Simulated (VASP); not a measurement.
# In2As2F in VASP: a series of runs, part 2 of 3

VASP 6.6.1. The steps go on from the part before.

**3. Single point, PBE+D3(BJ)**

File INCAR:

```
SYSTEM = In2As2F
PREC = Accurate
ENCUT = 520
EDIFF = 1E-7
ISMEAR = 0
SIGMA = 0.1
LREAL = .False.
LASPH = .True.
NELM = 60
ALGO = Normal
ISIF = 2
LWAVE = .False.
LCHARG = .False.
LDIPOL = .True.
IDIPOL = 3
DIPOL = 0.5 0.5 0.331
GGA = PE
IVDW = 12
NBANDS = 30
```

File KPOINTS:

```
regular mesh
0
Gamma
  6 6 1
  0 0 0
```

File POSCAR:

```
In2As2F
1.0
    4.3220706728      0.0000000000      0.0000000000
   -2.1610353364      3.7430229996      0.0000000000
    0.0000000000      0.0000000000     21.7386927254
As In F
2 2 1
Direct
    0.0000000000      0.0000000000      0.1840037048
    0.3333333333      0.6666666667      0.3557112061
    0.3333333333      0.6666666667      0.2245875152
    0.6666666667      0.3333333333      0.3881876814
    0.6666666667      0.7777777778      0.5031899969
```

Potentials or basis: VASP PAW PBE potentials, release 64 (As, In_d, F).

On the command line:

```bash
$ cat potpaw_PBE.64/As/POTCAR potpaw_PBE.64/In_d/POTCAR potpaw_PBE.64/F/POTCAR > POTCAR
$ mpirun -np 1 vasp_std > vasp.out
```

OUTCAR:

```text
SYSTEM = In2As2F
   PREC = Accurate
   ENCUT = 520
   EDIFF = 1E-7
   ISMEAR = 0
   LREAL = .False.
   LASPH = .True.
   NELM = 60
   ISIF = 2
   GGA = PE
   IVDW = 12
 IVDW          = 12

 ion  position               nearest neighbor table
   1  0.000  0.000  0.184-   3 2.65   3 2.65   3 2.65
   2  0.333  0.667  0.356-   4 2.59   4 2.59   4 2.59   3 2.85
   3  0.333  0.667  0.225-   1 2.65   1 2.65   1 2.65   2 2.85
   4  0.667  0.333  0.388-   2 2.59   2 2.59   2 2.59
   5  0.667  0.778  0.503-

  LATTYP: Found a hexagonal cell.
 ALAT       =     4.3220706728
 C/A-ratio  =     5.0296939525

  Lattice vectors:

 A1 = (   4.3220706728,   0.0000000000,   0.0000000000)
 A2 = (  -2.1610353364,   3.7430229996,   0.0000000000)
 A3 = (   0.0000000000,   0.0000000000,  21.7386927254)

Analysis of symmetry for initial positions (statically):
=====================================================================
 Subroutine PRICEL returns:
 Original cell was already a primitive cell.

 Routine SETGRP: Setting up the symmetry group for a
 hexagonal supercell.

 Subroutine GETGRP returns: Found  1 space group operations
 (whereof  1 operations were pure point group operations)
 out of a pool of 24 trial point group operations.

The static configuration has the point symmetry C_1 .

Analysis of symmetry for dynamics (positions and initial velocities):
=====================================================================
 Subroutine PRICEL returns:
 Original cell was already a primitive cell.

 Routine SETGRP: Setting up the symmetry group for a
 hexagonal supercell.

 Subroutine GETGRP returns: Found  1 space group operations
 (whereof  1 operations were pure point group operations)
 out of a pool of 24 trial point group operations.

The dynamic configuration has the point symmetry C_1 .

 Subroutine INISYM returns: Found  1 space group operations
 (whereof  1 operations are pure point group operations),
 and found     1 'primitive' translations

----------------------------------------------------------------------------------------

                                     Primitive cell

  volume of cell :     351.6801

  direct lattice vectors                    reciprocal lattice vectors
     4.322070673  0.000000000  0.000000000     0.231370580  0.133581867  0.000000000
    -2.161035336  3.743023000  0.000000000     0.000000000  0.267163734  0.000000000
     0.000000000  0.000000000 21.738692725     0.000000000  0.000000000  0.046000926

  length of vectors
     4.322070673  4.322070673 21.738692725     0.267163734  0.267163734  0.046000926

  position of ions in fractional coordinates (direct lattice)
     0.000000000  0.000000000  0.184003705
     0.333333333  0.666666667  0.355711206
     0.333333333  0.666666667  0.224587515
     0.666666667  0.333333333  0.388187681
     0.666666667  0.777777778  0.503189997

  ion indices of the primitive-cell ions
   primitive index   ion index
                 1           1
                 2           2
                 3           3
                 4           4
                 5           5

[... 30 lines left out ...]
  0.000000  0.166667  0.000000      2.000000
 -0.166667  0.166667  0.000000      2.000000
  0.333333  0.000000  0.000000      2.000000
  0.000000  0.333333  0.000000      2.000000
[... 12 lines left out ...]
  0.500000 -0.166667  0.000000      2.000000
  0.333333  0.333333  0.000000      2.000000
   k-points           NKPTS =     20   k-points in BZ     NKDIM =     20   number of bands    NBANDS=     30
   number of dos      NEDOS =    301   number of ions     NIONS =      5
   total plane-waves  NPLWV = 165888
   dimension x,y,z NGX =    32 NGY =   32 NGZ =  162
   dimension x,y,z NGXF=    64 NGYF=   64 NGZF=  324
   ions per type =               2   2   1
   NGX,Y,Z   is equivalent  to a cutoff of  12.31, 12.31, 12.39 a.u.
   NGXF,Y,Z  is equivalent  to a cutoff of  24.62, 24.62, 24.78 a.u.
 SYSTEM =  In2As2F
   PREC   = accura    normal or accurate (medium, high low for compatibility)
   ISTART =      0    job   : 0-new  1-cont  2-samecut
   ICHARG =      2    charge: 1-file 2-atom 10-const
   ISPIN  =      1    spin polarized calculation?
   LNONCOLLINEAR =      F non collinear calculations
   LSORBIT =      F    spin-orbit coupling
   LASPH  =      T    aspherical Exc in radial PAW
   ENCUT  =  520.0 eV  38.22 Ry    6.18 a.u.   8.04  8.04 40.42*2*pi/ulx,y,z
   NELM   =     60;   NELMIN=  2; NELMDL= -5     # of ELM steps
   EDIFF  = 0.1E-06   stopping-criterion for ELM
   LREAL  =      F    real-space projection
   EDIFFG = 0.1E-05   stopping-criterion for IOM
   NSW    =      0    number of steps for IOM
   IBRION =     -1    ionic relax: 0-MD 1-quasi-New 2-CG
   NFREE  =      0    steps in history (QN), initial steepest desc. (CG)
   ISIF   =      2    stress and relaxation
   ISYM   =      2    0-nonsym 1-usesym 2-fastsym
   POTIM  = 0.5000    time-step for ionic-motion
   TEBEG  =    0.0;   TEEND  =   0.0 temperature during run
   PSTRESS=    0.0 pullay stress
   NELECT =      43.0000    total number of electrons
   NUPDOWN=      -1.0000    fix difference up-down
   EMIN   =  10.00;   EMAX   =-10.00  energy-range for DOS
   EFERMI =   0.00;   METHOD = LEGACY
   ISMEAR =     0;   SIGMA  =   0.10  broadening in eV -4-tet -1-fermi 0-gaus
   EFERMI_NEDOS =   21; number of points for ismear=-14 and -15
   IALGO  =     38    algorithm
   IMIX   =      4    mixing-type and parameters
     AMIX     =   0.40;   BMIX     =  1.00
     AMIX_MAG =   1.60;   BMIX_MAG =  1.00
  volume/ion in A,a.u.               =      70.34       474.65
  Fermi-wavevector in a.u.,A,eV,Ry     =   0.812547  1.535491  8.983006  0.660232
  Thomas-Fermi vector in A             =   1.922109
   LORBIT       =      0    0 simple, 1 ext, 2 COOP (PROOUT), +10 PAW based schemes
   GGA     = PE    functional components
   LHFCALC =     F    Hartree Fock is set to
   AEXX    =    0.0000 exact exchange contribution
   IVDW    =    12    specifies the selected vdW correction
   LEPSILON=     F    determine dielectric tensor
   LRPA    =     F    only Hartree local field effects (RPA)
 non-spin polarized calculation
 Gauss-broadening in eV      SIGMA  =   0.10
  energy-cutoff  :      520.00
  volume of cell :      351.68
 maximum number of plane-waves:      9486
   NGX = 17   NGY = 17   NGZ = 81

 number of electron      42.9999993 magnetization

 dipolmoment           0.000000      0.000000      0.402378 electrons x Angstroem

 Free energy of the ion-electron system (eV)
  ---------------------------------------------------
  ext. energy  EPLUGINS =         0.00000000
  ---------------------------------------------------
  free energy    TOTEN  =       -16.36042596 eV

  energy without entropy =      -16.29992710  energy(sigma->0) =      -16.33017653

 E-fermi :  -3.9438     XC(G=0):  -3.8876

 val. band max:       -3.9606962192   @ k =   0.1667   0.0000   0.0000
 cond. band min:      -3.9431805439   @ k =   0.0000   0.3333   0.0000
 fundamental gap:      0.0175156753
 Fermi energy:        -3.9438153972

 k-point     1 :       0.0000    0.0000    0.0000
  band No.  band energies     occupation
      1     -22.7682      2.00000
      2     -18.2843      2.00000
      3     -18.2198      2.00000
      4     -18.2062      2.00000
      5     -18.1280      2.00000
      6     -18.1156      2.00000
[... 649 lines left out ...]
     29       3.1229      0.00000
     30       3.2862      0.00000

------------------------ aborting loop because EDIFF is reached ----------------------------------------

 vacuum level on the upper side and lower side of the slab       (xc-potential included)         2.166        -2.237

 Edisp (eV)   -0.89004

 E8    (eV) :    -0.4211

  FORCE on cell =-STRESS in cart. coord.  units (eV):
  Direction    XX          YY          ZZ          XY          YZ          ZX
  --------------------------------------------------------------------------------------
  -------------------------------------------------------------------------------------
  Total       0.13844    -0.66846    -4.86170     0.53237    -0.48546     0.27552
  in kB       0.63072    -3.04538   -22.14886     2.42536    -2.21166     1.25522
  external pressure =       -8.19 kB  Pullay stress =        0.00 kB

 VOLUME and BASIS-vectors are now :
 -----------------------------------------------------------------------------
  energy-cutoff  :      520.00
  volume of cell :      351.68
      direct lattice vectors                 reciprocal lattice vectors
     4.322070673  0.000000000  0.000000000     0.231370580  0.133581867  0.000000000
    -2.161035336  3.743023000  0.000000000     0.000000000  0.267163734  0.000000000
     0.000000000  0.000000000 21.738692725     0.000000000  0.000000000  0.046000926

 POSITION                                       TOTAL-FORCE (eV/Angst)
 -----------------------------------------------------------------------------------
      0.00000      0.00000      4.00000        -0.001969      0.001508      0.037775
     -0.00000      2.49535      7.73270        -0.047146     -0.002499     -0.388533
     -0.00000      2.49535      4.88224         0.000224     -0.000176      0.351158
      2.16104      1.24767      8.43869        -0.045980      0.192708      1.475757
      1.20058      2.91124     10.93869         0.094871     -0.191542     -1.476156
 -----------------------------------------------------------------------------------
    total drift:                                0.001174      0.000941     -0.000756

  FREE ENERGIE OF THE ION-ELECTRON SYSTEM (eV)
  ---------------------------------------------------
  free  energy   TOTEN  =       -17.2504705083 eV

  energy  without entropy=      -17.1899716393  energy(sigma->0) =      -17.22022107

 vacuum level on the upper side and lower side of the slab         6.059         1.557
```

OSZICAR:

```text
N       E                     dE             d eps       ncg     rms          rms(c)
DAV:   1     0.370059056166E+03    0.37006E+03   -0.17341E+04  1232   0.118E+03
DAV:   2     0.296920104089E+02   -0.34037E+03   -0.33048E+03  1432   0.301E+02
DAV:   3    -0.180162158026E+02   -0.47708E+02   -0.47200E+02  1530   0.136E+02
[... 25 lines left out ...]
DAV:  29    -0.163604244835E+02   -0.28881E-05   -0.25804E-07  1152   0.252E-03    0.259E-03
DAV:  30    -0.163604254514E+02   -0.96783E-06   -0.92467E-08  1030   0.155E-03    0.287E-03
DAV:  31    -0.163604257816E+02   -0.33024E-06   -0.12927E-07  1034   0.931E-04    0.959E-04
DAV:  32    -0.163604259113E+02   -0.12968E-06   -0.35526E-08   828   0.605E-04    0.127E-04
DAV:  33    -0.163604259645E+02   -0.53240E-07   -0.74944E-09   822   0.395E-04
   1 F= -.17250471E+02 E0= -.17220221E+02  d E =-.604989E-01
```

stdout:

```text
POSCAR found type information on POSCAR AsInF
 POSCAR found :  3 types and       5 ions
 scaLAPACK will be used
 LDA part: xc-table for (Slater+PW92), standard interpolation
 POSCAR, INCAR and KPOINTS ok, starting setup
 FFT: planning ... GRIDC
 FFT: planning ... GRID_SOFT
 FFT: planning ... GRID
 WAVECAR not read
 entering main loop
```

Wall time 17 min (1 thread of AMD EPYC, shared host); peak memory 0.5 GiB.

What came out:

```
Free energy                : -17.2505 eV
Largest force              : 1.492 eV/Å
Band gap on the k mesh     : zero (an odd number of electrons rules out a gap without spin polarisation)
Dispersion energy per atom : -0.178 eV
```

Forces on the atoms (eV/Å):
```
As  -0.002  0.002  0.038
As  -0.047 -0.002 -0.389
In   0.000  0.000  0.351
In  -0.046  0.193  1.476
F    0.095 -0.192 -1.476
```

Caveat: spin-orbit coupling is left out, which moves the levels of the heavy elements; an odd number of electrons without spin polarisation forces a metal; a magnetic or distorted state may lie lower.

(Part 2 of 3 ends here.)

The gap in the log of VASP goes by the Fermi energy; the results here count the filled bands.